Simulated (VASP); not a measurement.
# Au (I4/mmm) in VASP: single point with PBE

Aim: the single point of Au with PBE.

Program: VASP 6.6.1. These are calculated values, not measurements. Logs are shortened: lines on timing, memory, paths and dates and some standing lists are left out, and cuts for length are marked.

## (1) The cell of the first run

Symmetry: I4/mmm, No. 139, tetragonal system. The conventional cell has a = 3.438 Å, b = 3.438 Å, c = 3.047 Å, α = 90.00°, β = 90.00°, γ = 90.00°. Within 3.8 Å of Au (site symmetry 4/mmm) lie 14 Au at 2.87 to 3.44 Å.

## (2) Single point, PBE

Contents of INCAR:

```
SYSTEM = Au
PREC = Accurate
ENCUT = 520
EDIFF = 1E-7
ISMEAR = 0
SIGMA = 0.1
LREAL = .FALSE.
LASPH = .TRUE.
NELM = 60
ALGO = Fast
ISIF = 2
LWAVE = .FALSE.
LCHARG = .FALSE.
GGA = PE
NBANDS = 12
```

Contents of KPOINTS:

```
Automatic mesh
0
G
  10 10 10
  0 0 0
```

Contents of POSCAR:

```
Au
1.0
   -1.7188750737      1.7188750737      1.5236064787
    1.7188750737     -1.7188750737      1.5236064787
    1.7188750737      1.7188750737     -1.5236064787
Au
1
Direct
    0.0000000000      0.0000000000      0.0000000000
```

Potentials or basis: VASP PAW PBE potentials, release 64 (Au).

Run with:

```bash
cat potpaw_PBE.64/Au/POTCAR > POTCAR
mpirun -np 1 vasp_std > vasp.out
```

OUTCAR:

```text
SYSTEM = Au
   PREC = Accurate
   ENCUT = 520
   EDIFF = 1E-7
   ISMEAR = 0
   LREAL = .FALSE.
   LASPH = .TRUE.
   NELM = 60
   ISIF = 2
   GGA = PE

 ion  position               nearest neighbor table
   1  0.000  0.000  0.000-

  LATTYP: Found a body centered tetragonal cell.
 ALAT       =     3.4377501474
 C/A-ratio  =     0.8863974480

  Lattice vectors:

 A1 = (  -1.7188750737,   1.7188750737,   1.5236064787)
 A2 = (   1.7188750737,  -1.7188750737,   1.5236064787)
 A3 = (   1.7188750737,   1.7188750737,  -1.5236064787)

Analysis of symmetry for initial positions (statically):
=====================================================================
 Subroutine PRICEL returns:
 Original cell was already a primitive cell.

 Routine SETGRP: Setting up the symmetry group for a
 body centered tetragonal supercell.

 Subroutine GETGRP returns: Found 16 space group operations
 (whereof 16 operations were pure point group operations)
 out of a pool of 16 trial point group operations.

The static configuration has the point symmetry D_4h.

Analysis of symmetry for dynamics (positions and initial velocities):
=====================================================================
 Subroutine PRICEL returns:
 Original cell was already a primitive cell.

 Routine SETGRP: Setting up the symmetry group for a
 body centered tetragonal supercell.

 Subroutine GETGRP returns: Found 16 space group operations
 (whereof 16 operations were pure point group operations)
 out of a pool of 16 trial point group operations.

The dynamic configuration has the point symmetry D_4h.

 Subroutine INISYM returns: Found 16 space group operations
 (whereof 16 operations are pure point group operations),
 and found     1 'primitive' translations

----------------------------------------------------------------------------------------

                                     Primitive cell

  volume of cell :      18.0062

  direct lattice vectors                    reciprocal lattice vectors
    -1.718875074  1.718875074  1.523606479     0.000000000  0.290887923  0.328168728
     1.718875074 -1.718875074  1.523606479     0.290887923  0.000000000  0.328168728
     1.718875074  1.718875074 -1.523606479     0.290887923  0.290887923  0.000000000

  length of vectors
     2.868874298  2.868874298  2.868874298     0.438532208  0.438532208  0.411377646

  position of ions in fractional coordinates (direct lattice)
     0.000000000  0.000000000  0.000000000

  ion indices of the primitive-cell ions
   primitive index   ion index
                 1           1

----------------------------------------------------------------------------------------

 KPOINTS: Automatic mesh

Automatic generation of k-mesh.
 Grid dimensions read from file:
 generate k-points for:   10   10   10

 Generating k-lattice:

  Cartesian coordinates                     Fractional coordinates (reciprocal lattice)
     0.000000000  0.029088792  0.032816873     0.100000000  0.000000000 -0.000000000
     0.029088792  0.000000000  0.032816873     0.000000000  0.100000000 -0.000000000
     0.029088792  0.029088792  0.000000000     0.000000000  0.000000000  0.100000000

  Length of vectors
     0.043853221  0.043853221  0.041137765

  Shift w.r.t. Gamma in fractional coordinates (k-lattice)
     0.000000000  0.000000000  0.000000000

 Subroutine IBZKPT returns following result:
 ===========================================

 Found    102 irreducible k-points:

 Following reciprocal coordinates:
            Coordinates               Weight
  0.000000  0.000000  0.000000      1.000000
  0.100000  0.000000  0.000000      8.000000
  0.200000  0.000000  0.000000      8.000000
  0.300000  0.000000 -0.000000      8.000000
  0.400000  0.000000 -0.000000      8.000000
  0.500000  0.000000 -0.000000      4.000000
[... 16 lines left out ...]
  0.300000  0.300000  0.000000      8.000000
  0.400000  0.300000  0.000000     16.000000
 [... further k-points ...]
   k-points           NKPTS =    102   k-points in BZ     NKDIM =    102   number of bands    NBANDS=     12
   number of dos      NEDOS =    301   number of ions     NIONS =      1
   total plane-waves  NPLWV =  13824
   dimension x,y,z NGX =    24 NGY =   24 NGZ =   24
   dimension x,y,z NGXF=    48 NGYF=   48 NGZF=   48
   ions per type =               1
   NGX,Y,Z   is equivalent  to a cutoff of  13.91, 13.91, 13.91 a.u.
   NGXF,Y,Z  is equivalent  to a cutoff of  27.82, 27.82, 27.82 a.u.
 SYSTEM =  Au
   PREC   = accura    normal or accurate (medium, high low for compatibility)
   ISTART =      0    job   : 0-new  1-cont  2-samecut
   ICHARG =      2    charge: 1-file 2-atom 10-const
   ISPIN  =      1    spin polarized calculation?
   LNONCOLLINEAR =      F non collinear calculations
   LSORBIT =      F    spin-orbit coupling
   LASPH  =      T    aspherical Exc in radial PAW
   ENCUT  =  520.0 eV  38.22 Ry    6.18 a.u.   5.33  5.33  5.33*2*pi/ulx,y,z
   NELM   =     60;   NELMIN=  2; NELMDL= -5     # of ELM steps
   EDIFF  = 0.1E-06   stopping-criterion for ELM
   LREAL  =      F    real-space projection
   EDIFFG = 0.1E-05   stopping-criterion for IOM
   NSW    =      0    number of steps for IOM
   IBRION =     -1    ionic relax: 0-MD 1-quasi-New 2-CG
   NFREE  =      0    steps in history (QN), initial steepest desc. (CG)
   ISIF   =      2    stress and relaxation
   ISYM   =      2    0-nonsym 1-usesym 2-fastsym
   POTIM  = 0.5000    time-step for ionic-motion
   TEBEG  =    0.0;   TEEND  =   0.0 temperature during run
   PSTRESS=    0.0 pullay stress
   NELECT =      11.0000    total number of electrons
   NUPDOWN=      -1.0000    fix difference up-down
   EMIN   =  10.00;   EMAX   =-10.00  energy-range for DOS
   EFERMI =   0.00;   METHOD = LEGACY
   ISMEAR =     0;   SIGMA  =   0.10  broadening in eV -4-tet -1-fermi 0-gaus
   EFERMI_NEDOS =   21; number of points for ismear=-14 and -15
   IALGO  =     68    algorithm
   IMIX   =      4    mixing-type and parameters
     AMIX     =   0.40;   BMIX     =  1.00
     AMIX_MAG =   1.60;   BMIX_MAG =  1.00
  volume/ion in A,a.u.               =      18.01       121.51
  Fermi-wavevector in a.u.,A,eV,Ry     =   1.389095  2.625009 26.253593  1.929585
  Thomas-Fermi vector in A             =   2.513158
   LORBIT       =      0    0 simple, 1 ext, 2 COOP (PROOUT), +10 PAW based schemes
   GGA     = PE    functional components
   LHFCALC =     F    Hartree Fock is set to
   AEXX    =    0.0000 exact exchange contribution
   IVDW    =     0    specifies the selected vdW correction
   LEPSILON=     F    determine dielectric tensor
   LRPA    =     F    only Hartree local field effects (RPA)
 non-spin polarized calculation
 RMM-DIIS sequential band-by-band and
 Gauss-broadening in eV      SIGMA  =   0.10
  energy-cutoff  :      520.00
  volume of cell :       18.01
 maximum number of plane-waves:       513
 NGX is ok and might be reduce to    24
   NGX = 11   NGY = 11   NGZ = 11

 number of electron      11.0000000 magnetization

 Free energy of the ion-electron system (eV)
  ---------------------------------------------------
  ext. energy  EPLUGINS =         0.00000000
  ---------------------------------------------------
  free energy    TOTEN  =        -3.19040384 eV

  energy without entropy =       -3.18629327  energy(sigma->0) =       -3.18834855

 E-fermi :   8.7504     XC(G=0): -12.3893

 val. band max:        8.7483294601   @ k =   0.5000   0.1000  -0.0000
 cond. band min:       8.7633952554   @ k =   0.3000   0.1000   0.1000
 fundamental gap:      0.0150657953
 Fermi energy:         8.7503714866

 k-point     1 :       0.0000    0.0000    0.0000
  band No.  band energies     occupation
      1      -0.6994      2.00000
      2       3.5581      2.00000
      3       4.3397      2.00000
      4       4.3397      2.00000
      5       5.1829      2.00000
      6       6.1207      2.00000
      7      24.3076      0.00000
      8      24.3076      0.00000
      9      26.7359      0.00000
     10      30.9876      0.00000
     11      30.9876      0.00000
     12      32.5829      0.00000

 k-point     2 :       0.1000    0.0000    0.0000
  band No.  band energies     occupation
      1      -0.3326      2.00000
      2       3.6142      2.00000
      3       4.3044      2.00000
      4       4.3948      2.00000
      5       5.2452      2.00000
      6       6.0102      2.00000
      7      24.4519      0.00000
      8      24.7395      0.00000
      9      26.0573      0.00000
     10      29.1593      0.00000
     11      29.9263      0.00000
     12      31.0749      0.00000

 k-point     3 :       0.2000    0.0000    0.0000
  band No.  band energies     occupation
      1       0.6596      2.00000
      2       3.4763      2.00000
      3       4.2076      2.00000
      4       4.8884      2.00000
      5       5.4935      2.00000
      6       5.8144      2.00000
      7      23.1391      0.00000
      8      24.0189      0.00000
      9      25.6991      0.00000
     10      27.6445      0.00000
     11      27.8501      0.00000
     12      29.8334      0.00000
[... 286 lines left out ...]
 k-point    23 :       0.3000    0.3000    0.0000
  band No.  band energies     occupation
      1       2.6273      2.00000
      2       3.5171      2.00000
      3       4.3507      2.00000
      4       5.5773      2.00000
      5       6.4312      2.00000
      6      11.9460      0.00000
      7      12.7354      0.00000
      8      15.3142      0.00000
      9      22.2618      0.00000
     10      27.7005      0.00000
     11      30.4043      0.00000
     12      34.8555      0.00000

 k-point    24 :       0.4000    0.3000    0.0000
  band No.  band energies     occupation
      1       2.7720      2.00000
      2       3.6516      2.00000
      3       4.1136      2.00000
      4       5.7268      2.00000
      5       5.9273      2.00000
      6      10.8390      0.00000
      7      13.5047      0.00000
      8      15.8540      0.00000
      9      22.8833      0.00000
     10      28.1632      0.00000
     11      30.0085      0.00000
     12      35.3277      0.00000

 [... further k-points ...]

------------------------ aborting loop because EDIFF is reached ----------------------------------------

  FORCE on cell =-STRESS in cart. coord.  units (eV):
  Direction    XX          YY          ZZ          XY          YZ          ZX
  --------------------------------------------------------------------------------------
  -------------------------------------------------------------------------------------
  Total        0.0207985      0.0207985     -0.0275452      0.0000000      0.0000000      0.0000000
  in kB        1.8506359      1.8506359     -2.4509559      0.0000000      0.0000000      0.0000000
  external PRESSURE =       0.4167720 kB  Pullay stress =       0.0000000 kB

 VOLUME and BASIS-vectors are now :
 -----------------------------------------------------------------------------
  energy-cutoff  :      520.00
  volume of cell :       18.01
      direct lattice vectors                 reciprocal lattice vectors
    -1.718875074  1.718875074  1.523606479     0.000000000  0.290887923  0.328168728
     1.718875074 -1.718875074  1.523606479     0.290887923  0.000000000  0.328168728
     1.718875074  1.718875074 -1.523606479     0.290887923  0.290887923  0.000000000

 POSITION                                       TOTAL-FORCE (eV/Angst)
 -----------------------------------------------------------------------------------
      0.00000      0.00000      0.00000        -0.000000      0.000000      0.000000
 -----------------------------------------------------------------------------------
    total drift:                               -0.000000      0.000000      0.000000

  FREE ENERGIE OF THE ION-ELECTRON SYSTEM (eV)
  ---------------------------------------------------
  free  energy   TOTEN  =        -3.1904038387 eV

  energy  without entropy=       -3.1862932664  energy(sigma->0) =       -3.18834855
```

Wall time 17 s (1 thread of Intel Xeon Platinum 8375C at 2.90GHz (Ice Lake), shared host); peak memory 0.15 GiB.

Results:

| Quantity | Value |
| --- | --- |
| Free energy | -3.1904 eV |
| Pressure | 0.0 GPa |

Caveat: spin-orbit coupling is left out, which moves the levels of the heavy elements.
